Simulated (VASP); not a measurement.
# SnH5 (P4/mmm) in VASP: a series of runs, part 2 of 2

VASP 6.6.1.

### 3 Relaxation of cell and atoms, PBE

This run uses another cell than the first one, of 11.82 Å³/atom, 1.277 times its volume.

Contents of INCAR:

```
PREC = Accurate ; ENCUT = 600
EDIFF = 1E-7 ; ISMEAR = 0
SIGMA = 0.1 ; LREAL = False
LASPH = True ; NELM = 80
ALGO = Normal ; ISIF = 3
LWAVE = False ; LCHARG = False
GGA = PE ; IBRION = 2
NSW = 90 ; EDIFFG = -0.04
```

Contents of KPOINTS:

```
regular mesh
0
Gamma
  6 6 2
```

Contents of POSCAR:

```
SnH5
1.0
    2.5581148500      0.0000000000      0.0000000000
    0.0000000000      2.5581148500      0.0000000000
    0.0000000000      0.0000000000     10.8360921200
Sn H
1 5
Direct
    0.5000000000      0.5000000000      0.0000000000
    0.5000000000      0.5000000000      0.3344822800
    0.5000000000      0.5000000000      0.6655177200
    0.0000000000      0.0000000000      0.1759868000
    0.0000000000      0.0000000000      0.8240132000
    0.0000000000      0.0000000000      0.5000000000
```

Potentials or basis: VASP PAW PBE potentials, release 64 (Sn_d, H).

Started as:

```bash
$ cat potpaw_PBE.64/Sn_d/POTCAR potpaw_PBE.64/H/POTCAR > POTCAR
$ mpirun -np 1 vasp_std > vasp.out
```

OUTCAR:

```text
PREC = Accurate
   ENCUT = 600
   EDIFF = 1E-7
   ISMEAR = 0
   LREAL = False
   LASPH = True
   NELM = 80
   ISIF = 3
   GGA = PE
   IBRION = 2
   NSW = 90
   EDIFFG = -0.04

 ion  position               nearest neighbor table
   1  0.500  0.500  0.000-
   2  0.500  0.500  0.334-
   3  0.500  0.500  0.666-
   4  0.000  0.000  0.176-
   5  0.000  0.000  0.824-
   6  0.000  0.000  0.500-

  LATTYP: Found a simple tetragonal cell.
 ALAT       =     2.5581148500
 C/A-ratio  =     4.2359677948

  Lattice vectors:

 A1 = (   2.5581148500,   0.0000000000,   0.0000000000)
 A2 = (   0.0000000000,   2.5581148500,   0.0000000000)
 A3 = (   0.0000000000,   0.0000000000,  10.8360921200)

Analysis of symmetry for initial positions (statically):
=====================================================================
 Subroutine PRICEL returns:
 Original cell was already a primitive cell.

 Routine SETGRP: Setting up the symmetry group for a
 simple tetragonal supercell.

 Subroutine GETGRP returns: Found 16 space group operations
 (whereof 16 operations were pure point group operations)
 out of a pool of 16 trial point group operations.

The static configuration has the point symmetry D_4h.

Analysis of symmetry for dynamics (positions and initial velocities):
=====================================================================
 Subroutine PRICEL returns:
 Original cell was already a primitive cell.

 Routine SETGRP: Setting up the symmetry group for a
 simple tetragonal supercell.

 Subroutine GETGRP returns: Found 16 space group operations
 (whereof 16 operations were pure point group operations)
 out of a pool of 16 trial point group operations.

The dynamic configuration has the point symmetry D_4h.

 Subroutine INISYM returns: Found 16 space group operations
 (whereof 16 operations are pure point group operations),
 and found     1 'primitive' translations

----------------------------------------------------------------------------------------
[... 117 lines left out ...]
  volume/ion in A,a.u.               =      11.82        79.76
  Fermi-wavevector in a.u.,A,eV,Ry     =   1.055411  1.994438 15.155437  1.113893
  Thomas-Fermi vector in A             =   2.190609
   LORBIT       =      0    0 simple, 1 ext, 2 COOP (PROOUT), +10 PAW based schemes
   GGA     = PE    functional components
   LHFCALC =     F    Hartree Fock is set to
   AEXX    =    0.0000 exact exchange contribution
   IVDW    =     0    specifies the selected vdW correction
   LEPSILON=     F    determine dielectric tensor
   LRPA    =     F    only Hartree local field effects (RPA)
 conjugate gradient relaxation of ions
 non-spin polarized calculation
 Gauss-broadening in eV      SIGMA  =   0.10
  energy-cutoff  :      600.00
  volume of cell :       70.91
 maximum number of plane-waves:      2392
   NGX = 11   NGY = 11   NGZ = 43

--------------------------------------- Ionic step        1  -------------------------------------------

 number of electron      19.0000006 magnetization

 Free energy of the ion-electron system (eV)
  ---------------------------------------------------
  ext. energy  EPLUGINS =         0.00000000
  ---------------------------------------------------
  free energy    TOTEN  =        -9.24483999 eV

  energy without entropy =       -9.22842420  energy(sigma->0) =       -9.23663210

------------------------ aborting loop because EDIFF is reached ----------------------------------------

  FORCE on cell =-STRESS in cart. coord.  units (eV):
  Direction    XX          YY          ZZ          XY          YZ          ZX
  --------------------------------------------------------------------------------------
  -------------------------------------------------------------------------------------
  Total        6.3889888      6.3889888     -6.8843753      0.0000000     -0.0000000     -0.0000000
  in kB      144.3543723    144.3543723   -155.5472559      0.0000000     -0.0000000     -0.0000000
  external PRESSURE =      44.3871629 kB  Pullay stress =       0.0000000 kB
[... 746 lines left out ...]
  band No.  band energies     occupation
      1     -17.1012      2.00000
      2     -16.9511      2.00000
      3     -16.9327      2.00000
      4     -16.9327      2.00000
      5     -16.8593      2.00000
      6      -3.2338      2.00000
      7      -1.0025      2.00000
      8      -0.5144      2.00000
      9       0.8251      2.00000
     10       2.6158      2.00000
     11       2.6158      2.00000
     12       8.1492      0.00000
     13       8.1492      0.00000

[... ionic steps 4 to 34 ...]

--------------------------------------- Ionic step       35  -------------------------------------------

 number of electron      19.0000004 magnetization

------------------------ aborting loop because EDIFF is reached ----------------------------------------
[... 75 lines left out ...]
--------------------------------------- Ionic step       37  -------------------------------------------

 number of electron      18.9999999 magnetization

 Free energy of the ion-electron system (eV)
  ---------------------------------------------------
  ext. energy  EPLUGINS =         0.00000000
  ---------------------------------------------------
  free energy    TOTEN  =       -18.50998507 eV

  energy without entropy =      -18.50413126  energy(sigma->0) =      -18.50705817

 E-fermi :   3.3657     XC(G=0):  -9.2259

 val. band max:        3.3114091945   @ k =   0.3333   0.3333   0.5000
 cond. band min:       3.3672666547   @ k =   0.1667   0.0000   0.5000
 fundamental gap:      0.0558574602
 Fermi energy:         3.3656545437
[... 351 lines left out ...]
  FREE ENERGIE OF THE ION-ELECTRON SYSTEM (eV)
  ---------------------------------------------------
  free  energy   TOTEN  =       -18.5099850683 eV

  energy  without entropy=      -18.5041312639  energy(sigma->0) =      -18.50705817

 reached required accuracy - stopping structural energy minimisation
```

Wall time 5.3 min (1 thread of Intel Xeon 6975P-C (Granite Rapids), shared host); peak memory 0.2 GiB.

Results:

```
Free energy                            : -18.5100 eV
Relaxed volume                         : 9.04 Å³/atom
Relaxed cell                           : a = 3.211 Å, b = 3.211 Å, c = 5.258 Å, α = 90.00°, β = 90.00°, γ = 90.00°
Space group after relaxing (to 0.05 Å) : P4/mmm (No. 123)
Energy gained by relaxing              : 1544.2 meV/atom
Ionic steps                            : 37
Pressure after relaxing                : -0.2 GPa
Largest force after relaxing           : 0.016 eV/Å
```

Forces in eV/Å, atoms in the order of the input:
```
Sn   0.000  0.000  0.000
H    0.000  0.000 -0.016
H    0.000  0.000  0.016
H    0.000  0.000  0.003
H    0.000  0.000 -0.003
H    0.000  0.000  0.000
```

Step by step:
```csv
step,energy change (eV),largest force (eV/Å),pressure (GPa),volume (Å³)
1,0.0000,0.3938,4.44,70.91
2,-0.9074,0.5227,-0.80,74.04
3,-2.0274,0.5120,-8.77,79.92
4,-2.8864,0.1293,-8.77,69.53
5,-3.7546,0.3061,-7.15,60.54
6,-5.2094,3.0432,21.70,42.73
7,-4.9894,1.1620,1.70,50.09
8,-5.2953,1.4602,8.89,46.59
9,-5.3188,2.3350,16.21,44.15
10,-5.3375,1.8917,12.35,45.30
11,-5.5466,2.9281,18.51,43.47
12,-5.5456,2.9702,18.79,43.40
13,-6.0610,2.4020,14.07,44.57
14,-6.2394,2.1945,14.23,47.32
15,-6.3806,1.6478,12.01,45.79
16,-6.4344,0.8655,12.56,46.66
17,-6.4451,0.8663,12.02,46.42
18,-6.7638,1.2893,6.92,48.43
19,-7.1717,1.7169,-2.52,53.98
20,-7.2115,1.6920,-4.03,55.62
21,-7.5280,1.7331,-3.21,56.31
22,-7.5583,2.0868,-2.60,56.54
23,-7.7744,2.0116,-2.85,56.53
24,-8.3800,1.8265,-2.97,56.50
25,-9.1576,2.0107,0.65,56.28
26,-9.1187,1.7333,-2.96,56.54
27,-9.2137,0.1365,-1.00,56.38
28,-9.2137,0.1353,-0.95,56.38
29,-9.2272,0.0516,-0.69,56.07
30,-9.2395,0.3197,-0.11,55.45
31,-9.2497,0.2690,-0.34,55.16
32,-9.2543,0.4459,-0.53,54.79
33,-9.2596,0.3113,-0.38,54.58
34,-9.2632,0.1043,-0.06,54.19
35,-9.2632,0.1081,-0.07,54.21
36,-9.2641,0.0790,-0.11,54.22
37,-9.2651,0.0164,-0.20,54.23
```

Final structure:
```yaml
crystal:
  lattice:
    - [3.21141, 0.00000, 0.00000]
    - [0.00000, 3.21141, 0.00000]
    - [0.00000, 0.00000, 5.25804]
  atoms:
    - { symbol: Sn, position: [0.50000, 0.50000, 0.00000] }
    - { symbol: H, position: [0.50000, 0.50000, 0.42559] }
    - { symbol: H, position: [0.50000, 0.50000, 0.57441] }
    - { symbol: H, position: [0.00000, 0.00000, 0.31442] }
    - { symbol: H, position: [0.00000, 0.00000, 0.68558] }
    - { symbol: H, position: [0.00000, 0.00000, 0.50000] }
```

Levels at points of the mesh, in eV from the Fermi level:
| k point | band 5 | band 6 | band 7 | band 8 | band 9 | band 10 | band 11 | band 12 | band 13 |
| --- | --- | --- | --- | --- | --- | --- | --- | --- | --- |
| (0.00, 0.00, 0.00) | -21.20 | -11.01 | -6.59 | -4.35 | -4.27 | 3.91 | 5.21 | 5.21 | 8.84 |
| (0.50, 0.00, 0.00) | -21.24 | -8.31 | -7.78 | -4.39 | -2.06 | -1.36 | -0.56 | 7.60 | 9.04 |
| (0.50, 0.50, 0.00) | -21.11 | -7.16 | -6.83 | -2.14 | -1.26 | -1.26 | -0.42 | 1.22 | 4.00 |
| (0.00, 0.00, 0.50) | -21.20 | -9.97 | -9.36 | -4.37 | 0.47 | 1.34 | 5.52 | 5.52 | 5.81 |
| (0.50, 0.00, 0.50) | -21.24 | -7.52 | -7.38 | -6.48 | -4.47 | 2.50 | 3.12 | 6.32 | 6.61 |
| (0.50, 0.50, 0.50) | -21.11 | -6.86 | -6.74 | -3.83 | -1.26 | -1.02 | -1.02 | 3.83 | 3.83 |

Caveat: the k points lie up to 0.60 Å⁻¹ apart in the final cell; the volume moved by over 15 % at a fixed basis, so the end points are rough; spin-orbit coupling is left out, which moves the levels of the heavy elements.

### 4 Relaxation of cell and atoms, PBE

This run uses another cell than the first one, of 9.06 Å³/atom, 0.979 times its volume.

Contents of INCAR:

```
SYSTEM = SnH5
PREC = Accurate
ENCUT = 600
EDIFF = 1E-6
ISMEAR = 0
SIGMA = 0.1
LREAL = .False.
LASPH = .True.
NELM = 80
ALGO = Normal
ISIF = 3
LWAVE = .False.
LCHARG = .False.
GGA = PE
IBRION = 2
NSW = 90
EDIFFG = -0.04
```

Contents of KPOINTS:

```
Automatic mesh
0
Gamma
  6 6 4
  0 0 0
```

Contents of POSCAR:

```
SnH5
1.0
    3.2167893306      0.0000000000      0.0000000000
    0.0000000000      3.2167893306      0.0000000000
    0.0000000000      0.0000000000      5.2540350378
Sn H
1 5
Direct
    0.5000000000      0.5000000000      0.0000000000
    0.5000000000      0.5000000000      0.4255276968
    0.5000000000      0.5000000000      0.5744723032
    0.0000000000      0.0000000000      0.3142882325
    0.0000000000      0.0000000000      0.6857117675
    0.0000000000      0.0000000000      0.5000000000
```

Started as:

```bash
$ cat potpaw_PBE.64/Sn_d/POTCAR potpaw_PBE.64/H/POTCAR > POTCAR
$ mpirun -np 1 vasp_std > vasp.out
```

Run time: 48 s. Hardware: 1 thread of Intel Xeon 6975P-C (Granite Rapids), shared host; peak memory 0.19 GiB.

Results (log left out):

* Free energy: -18.4383 eV
* Relaxed volume: 9.15 Å³/atom
* Relaxed cell: a = 3.163 Å, b = 3.163 Å, c = 5.489 Å, α = 90.00°, β = 90.00°, γ = 90.00°
* Space group after relaxing (to 0.05 Å): P4/mmm (No. 123)
* Energy gained by relaxing: 6.7 meV/atom
* Ionic steps: 7
* Pressure after relaxing: 0.3 GPa
* Largest force after relaxing: 0.014 eV/Å

Forces on the atoms (eV/Å):
```
Sn   0.000  0.000  0.000
H    0.000  0.000  0.014
H    0.000  0.000 -0.014
H    0.000  0.000 -0.005
H    0.000  0.000  0.005
H    0.000  0.000  0.000
```

Stress tensor (GPa, compression positive):
```
0.24 0.00 0.00
0.00 0.24 0.00
0.00 0.00 0.34
```

The path:
```
step  energy change (eV)  largest force (eV/Å)  pressure (GPa)  volume (Å³)
   1              0.0000                0.1413            0.47        54.37
   2             -0.0161                0.1389            0.18        54.57
   3             -0.0255                0.3148           -0.19        54.92
   4             -0.0348                0.2510           -0.34        54.98
   5             -0.0351                0.3398           -0.37        54.99
   6             -0.0400                0.0474            0.21        54.93
   7             -0.0401                0.0143            0.28        54.92
```

Final structure:
```
CELL_PARAMETERS angstrom
3.16298 0.00000 0.00000
0.00000 3.16298 0.00000
0.00000 0.00000 5.48941
ATOMIC_POSITIONS crystal
Sn 0.50000 0.50000 0.00000
H 0.50000 0.50000 0.42954
H 0.50000 0.50000 0.57046
H 0.00000 0.00000 0.32330
H 0.00000 0.00000 0.67670
H 0.00000 0.00000 0.50000
```

Levels at points of the mesh, in eV from the Fermi level:
| k point | band 6 | band 7 | band 8 | band 9 | band 10 | band 11 | band 12 | band 13 |
| --- | --- | --- | --- | --- | --- | --- | --- | --- |
| (0.00, 0.00, 0.00) | -10.88 | -7.09 | -4.33 | -4.03 | 4.08 | 5.60 | 5.60 | 9.15 |
| (0.50, 0.00, 0.00) | -7.95 | -7.69 | -4.68 | -2.39 | -1.37 | -0.39 | 8.12 | 9.62 |
| (0.50, 0.50, 0.00) | -6.74 | -6.73 | -2.26 | -1.20 | -1.20 | -0.34 | 1.61 | 3.97 |
| (0.00, 0.00, 0.50) | -9.91 | -9.42 | -4.04 | 0.00 | 0.63 | 5.84 | 5.84 | 6.19 |
| (0.50, 0.00, 0.50) | -7.37 | -7.21 | -6.40 | -4.38 | 1.98 | 2.62 | 5.92 | 6.25 |
| (0.50, 0.50, 0.50) | -6.69 | -6.49 | -3.51 | -1.03 | -1.03 | -1.01 | 4.02 | 4.02 |

Caveat: spin-orbit coupling is left out, which moves the levels of the heavy elements.

### 5 Single point, PBE

This run uses another cell than the first one, of 9.30 Å³/atom, 1.004 times its volume.

Contents of INCAR:

```
ALGO = Normal
EDIFF = 1E-7
ENCUT = 520
GGA = PE
ISIF = 2
ISMEAR = 0
LASPH = T
LCHARG = F
LREAL = F
LWAVE = F
NBANDS = 18
NELM = 60
PREC = Accurate
SIGMA = 0.1
```

Contents of KPOINTS:

```
k-points
0
Gamma
  12 12 8
```

Contents of POSCAR:

```
SnH5
1.0
    3.1699512935      0.0000000000      0.0000000000
    0.0000000000      3.1699512935      0.0000000000
    0.0000000000      0.0000000000      5.5504277905
Sn H
1 5
Direct
    0.5000000000      0.5000000000      0.0000000000
    0.5000000000      0.5000000000      0.4306682185
    0.5000000000      0.5000000000      0.5693317815
    0.0000000000      0.0000000000      0.3244518790
    0.0000000000      0.0000000000      0.6755481210
    0.0000000000      0.0000000000      0.5000000000
```

Started as:

```bash
$ cat potpaw_PBE.64/Sn_d/POTCAR potpaw_PBE.64/H/POTCAR > POTCAR
$ mpirun -np 1 vasp_std > vasp.out
```

Run time: 42 s. Hardware: 1 thread of Intel Xeon 6975P-C (Granite Rapids), shared host; peak memory 0.25 GiB.

It converged, with:

* Free energy: -18.4424 eV
* Pressure: -0.2 GPa
* Largest force: 0.005 eV/Å

Forces in eV/Å, atoms in the order of the input:
```
Sn   0.000  0.000  0.000
H    0.000  0.000  0.005
H    0.000  0.000 -0.005
H    0.000  0.000  0.003
H    0.000  0.000 -0.003
H    0.000  0.000  0.000
```

Levels at points of the mesh, in eV from the Fermi level:
| k point | band 7 | band 8 | band 9 | band 10 | band 11 | band 12 |
| --- | --- | --- | --- | --- | --- | --- |
| (0.00, 0.00, 0.00) | -7.41 | -4.50 | -4.20 | 3.82 | 5.29 | 5.29 |
| (0.50, 0.00, 0.00) | -7.78 | -5.05 | -2.69 | -1.54 | -0.62 | 7.76 |
| (0.50, 0.50, 0.00) | -6.83 | -2.68 | -1.49 | -1.49 | -0.50 | 1.39 |
| (0.00, 0.00, 0.50) | -9.67 | -4.21 | -0.29 | 0.24 | 5.50 | 5.50 |
| (0.50, 0.00, 0.50) | -7.38 | -6.70 | -4.58 | 1.66 | 2.21 | 5.59 |
| (0.50, 0.50, 0.50) | -6.68 | -3.84 | -1.34 | -1.34 | -1.16 | 3.83 |

Caveat: spin-orbit coupling is left out, which moves the levels of the heavy elements.

### 6 Summary

| task | cell | k mesh | cutoff (eV) | gap on the mesh (eV) | pressure (GPa) | relaxed volume (Å³/atom) | largest force (eV/Å) |
| --- | --- | --- | --- | --- | --- | --- | --- |
| single point | a = 3.172, b = 3.172, c = 5.518 Å, 6 atoms | 6 × 6 × 4 | 520 | none | -0.2 | - | 0.01 |
| relaxation of cell and atoms | relaxed from a = 2.558, b = 2.558, c = 10.836 Å, 6 atoms | 6 × 6 × 2 | 600 | none | -0.2 | 9.04 | 0.02 |
| relaxation of cell and atoms | relaxed from a = 3.217, b = 3.217, c = 5.254 Å, 6 atoms | 6 × 6 × 4 | 600 | none | 0.3 | 9.15 | 0.01 |
| single point | a = 3.170, b = 3.170, c = 5.550 Å, 6 atoms | 12 × 12 × 8 | 520 | none | -0.2 | - | 0.01 |

Alike in all rows: level PBE; potentials or basis VASP PAW PBE potentials, release 64 (Sn_d, H); no spin polarisation; smearing gaussian 0.1 eV.

Caveats: some runs use coarse meshes; spin-orbit coupling is left out, which moves the levels of the heavy elements; the volume moved by over 15 % at a fixed basis, so the end points are rough (some runs).

Total energies depend on the potentials used, so only differences within one code and one set of settings carry meaning.
